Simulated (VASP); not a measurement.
# CuO (Cccm) in VASP: settings compared, part 3 of 3

VASP 6.6.1. The steps go on from the part before.

**6. Single point, r2SCAN0**

This run uses another cell than the first one, of 11.05 Å³/atom.

POSCAR

```
CuO
1.0
    1.9909680000     -2.1535500000      0.0000000000
    1.9909680000      2.1535500000      0.0000000000
    0.0000000000      0.0000000000      5.1559280000
Cu O
2 2
Direct
    0.5000000000      0.0000000000      0.0000000000
    0.0000000000      0.5000000000      0.5000000000
    0.5000000000      0.5000000000      0.2500000000
    0.5000000000      0.5000000000      0.7500000000
```

INCAR.step1

```
SYSTEM = CuO
PREC = Accurate
ENCUT = 520
EDIFF = 1E-5
ISMEAR = -1
SIGMA = 0.05
LREAL = .False.
LASPH = .True.
NELM = 80
ALGO = Normal
ISIF = 2
LWAVE = .True.
NBANDS = 25
GGA = PE
```

INCAR.step2

```
SYSTEM = CuO
PREC = Accurate
ENCUT = 520
EDIFF = 1E-7
ISMEAR = -1
SIGMA = 0.05
LREAL = .False.
LASPH = .True.
NELM = 80
ALGO = Normal
ISIF = 2
LWAVE = .False.
LCHARG = .True.
METAGGA = R2SCAN
LHFCALC = .True.
AEXX = 0.25
LMIXTAU = .True.
PRECFOCK = Normal
LELF = .True.
LVHAR = .True.
NBANDS = 25
ISTART = 1
```

KPOINTS

```
Automatic mesh
0
Gamma
  5 5 3
  0 0 0
```

Potentials or basis: VASP PAW PBE potentials, release 64 (Cu, O).

The run is started by

```console
cat potpaw_PBE.64/Cu/POTCAR potpaw_PBE.64/O/POTCAR > POTCAR
cp INCAR.step1 INCAR
mpirun -np 1 vasp_std > vasp.out
cp INCAR.step2 INCAR
mpirun -np 1 vasp_std > vasp.out
```

OUTCAR:

```text
SYSTEM = CuO
   PREC = Accurate
   ENCUT = 520
   EDIFF = 1E-7
   ISMEAR = -1
   LREAL = .False.
   LASPH = .True.
   NELM = 80
   ISIF = 2
   METAGGA = R2SCAN
   LHFCALC = .True.
   AEXX = 0.25
   PRECFOCK = Normal
   ISTART = 1

 ion  position               nearest neighbor table
   1  0.500  0.000  0.000-   3 1.95   4 1.95   3 1.95   4 1.95
   2  0.000  0.500  0.500-   3 1.95   4 1.95   3 1.95   4 1.95
   3  0.500  0.500  0.250-   1 1.95   2 1.95   1 1.95   2 1.95
[... 707 lines left out ...]
  FORCE on cell =-STRESS in cart. coord.  units (eV):
  Direction    XX          YY          ZZ          XY          YZ          ZX
  --------------------------------------------------------------------------------------
  -------------------------------------------------------------------------------------
  Total       -1.5981049     -1.8952492     -1.8634623      0.0000000      0.0000000      0.0000000
  in kB      -57.9108279    -68.6785052    -67.5266367      0.0000000      0.0000000      0.0000000
  external PRESSURE =     -64.7053233 kB  Pullay stress =       0.0000000 kB

 VOLUME and BASIS-vectors are now :
 -----------------------------------------------------------------------------
  energy-cutoff  :      520.00
  volume of cell :       44.21
      direct lattice vectors                 reciprocal lattice vectors
     1.990968000 -2.153550000  0.000000000     0.251134122 -0.232174781  0.000000000
     1.990968000  2.153550000  0.000000000     0.251134122  0.232174781  0.000000000
     0.000000000  0.000000000  5.155928000     0.000000000  0.000000000  0.193951506

 POSITION                                       TOTAL-FORCE (eV/Angst)
 -----------------------------------------------------------------------------------
      0.99548     -1.07678      0.00000         0.000000      0.000000     -0.000000
      0.99548      1.07678      2.57796         0.000000      0.000000     -0.000000
      1.99097      0.00000      1.28898        -0.000000     -0.000000      0.000000
      1.99097      0.00000      3.86695        -0.000000     -0.000000     -0.000000
 -----------------------------------------------------------------------------------
    total drift:                               -0.000000     -0.000001     -0.000000

  FREE ENERGIE OF THE ION-ELECTRON SYSTEM (eV)
  ---------------------------------------------------
  free  energy   TOTEN  =       -37.4092251972 eV

  energy  without entropy=      -37.4015523989  energy(sigma->0) =      -37.40538880
```

OUTCAR.step1:

```text
SYSTEM = CuO
   PREC = Accurate
   ENCUT = 520
   EDIFF = 1E-5
   ISMEAR = -1
   LREAL = .False.
   LASPH = .True.
[... 727 lines left out ...]
      0.99548      1.07678      2.57796         0.000000     -0.000000      0.000000
      1.99097      0.00000      1.28898         0.000000      0.000000      0.000000
      1.99097      0.00000      3.86695         0.000000      0.000000      0.000000
 -----------------------------------------------------------------------------------
    total drift:                                0.000000     -0.000000     -0.000000

  FREE ENERGIE OF THE ION-ELECTRON SYSTEM (eV)
  ---------------------------------------------------
  free  energy   TOTEN  =       -19.7340591470 eV

  energy  without entropy=      -19.7165520554  energy(sigma->0) =      -19.72530560
```

OSZICAR.step1:

```text
N       E                     dE             d eps       ncg     rms          rms(c)
DAV:   1     0.306832944016E+03    0.30683E+03   -0.16259E+04   940   0.212E+03
DAV:   2     0.160803576494E+02   -0.29075E+03   -0.26794E+03   903   0.398E+02
DAV:   3    -0.245727778195E+02   -0.40653E+02   -0.38215E+02  1104   0.164E+02
DAV:   4    -0.260245017467E+02   -0.14517E+01   -0.14402E+01  1110   0.332E+01
DAV:   5    -0.260590286148E+02   -0.34527E-01   -0.34508E-01  1144   0.454E+00    0.178E+01
DAV:   6    -0.235904255153E+02    0.24686E+01   -0.38788E+01  1275   0.153E+02    0.139E+01
DAV:   7    -0.196694001788E+02    0.39210E+01   -0.10861E+01  1122   0.116E+02    0.256E+00
DAV:   8    -0.197683137320E+02   -0.98914E-01   -0.15168E+00   972   0.822E+00    0.161E+00
DAV:   9    -0.197385551539E+02    0.29759E-01   -0.58495E-02  1356   0.597E+00    0.508E-01
DAV:  10    -0.197348619398E+02    0.36932E-02   -0.13042E-02  1295   0.147E+00    0.360E-01
DAV:  11    -0.197340462003E+02    0.81574E-03   -0.77185E-03  1413   0.848E-01    0.645E-02
DAV:  12    -0.197340135462E+02    0.32654E-04   -0.48038E-04  1156   0.240E-01    0.312E-02
DAV:  13    -0.197340597462E+02   -0.46200E-04   -0.70694E-05  1166   0.857E-02    0.859E-03
DAV:  14    -0.197340591470E+02    0.59912E-06   -0.38169E-06   619   0.443E-02
   1 F= -.19734059E+02 E0= -.19725306E+02  d E =-.175071E-01
```

Run time: 80 min. Hardware: 1 thread of AMD EPYC 7R43 (Zen 3), shared host; peak memory 0.16 GiB.

Results:

- Free energy: -37.4092 eV
- Pressure: -6.5 GPa
- Band gap on the k mesh: zero (bands 17 and 18 overlap by 1.51 eV)

Levels at points of the mesh, in eV from the Fermi level:
| k point | band 13 | band 14 | band 15 | band 16 | band 17 | band 18 | band 19 | band 20 | band 21 | band 22 |
| --- | --- | --- | --- | --- | --- | --- | --- | --- | --- | --- |
| (0.00, 0.00, 0.00) | -4.81 | -4.71 | -4.28 | -3.84 | 0.78 | 1.05 | 2.45 | 7.43 | 9.08 | 14.91 |

Caveat: the k points lie up to 0.43 Å⁻¹ apart, too coarse for converged energies and pressures of a metal; the PAW data sets were made with another functional, which shifts forces and pressure a little.

**7. Summary**

```tsv
level	potentials or basis	cell	k mesh	cutoff (eV)	grid for exact exchange (PRECFOCK)	share of exact exchange	gap on the mesh (eV)	pressure (GPa)
PBEsol	VASP PAW PBE potentials, release 64 (Cu_sv_GW, O)	a = 2.990, b = 2.990, c = 5.257 Å, angles 90.0, 90.0, 94.5°, 4 atoms	9 × 9 × 5	820	-	-	none	-14.1
LDA	VASP PAW LDA potentials, release 64 (Cu_sv_GW, O)	a = 2.933, b = 2.933, c = 5.156 Å, angles 90.0, 90.0, 94.5°, 4 atoms	9 × 9 × 5	820	-	-	none	-12.5
LDA	VASP PAW LDA potentials, release 64 (Cu_sv_GW, O)	a = 2.893, b = 2.893, c = 5.086 Å, angles 90.0, 90.0, 94.5°, 4 atoms	9 × 9 × 5	820	-	-	none	-6.3
LDA	VASP PAW LDA potentials, release 64 (Cu_sv_GW, O)	a = 2.913, b = 2.913, c = 5.121 Å, angles 90.0, 90.0, 94.5°, 4 atoms	9 × 9 × 5	820	-	-	none	-9.6
r2SCAN0	VASP PAW PBE potentials, release 64 (Cu, O)	a = 2.933, b = 2.933, c = 5.156 Å, angles 90.0, 90.0, 94.5°, 4 atoms	5 × 5 × 3	520	Normal	0.25	none	-6.5
```

Alike in all rows: task single point; no spin polarisation; smearing fermi-dirac 0.05 eV.

Caveats: some runs use coarse meshes; semilocal functionals often make such compounds metallic where correlation or magnetic order opens a gap, which also shifts bond lengths (at least some runs); the cell stands under tension (at least some runs); the PAW data sets were made with another functional, which shifts forces and pressure a little (at least some runs); the stress differs along the axes, from -18 to -11 GPa (at least some runs).

Total energies depend on the potentials used, so only differences within one code and one set of settings carry meaning.
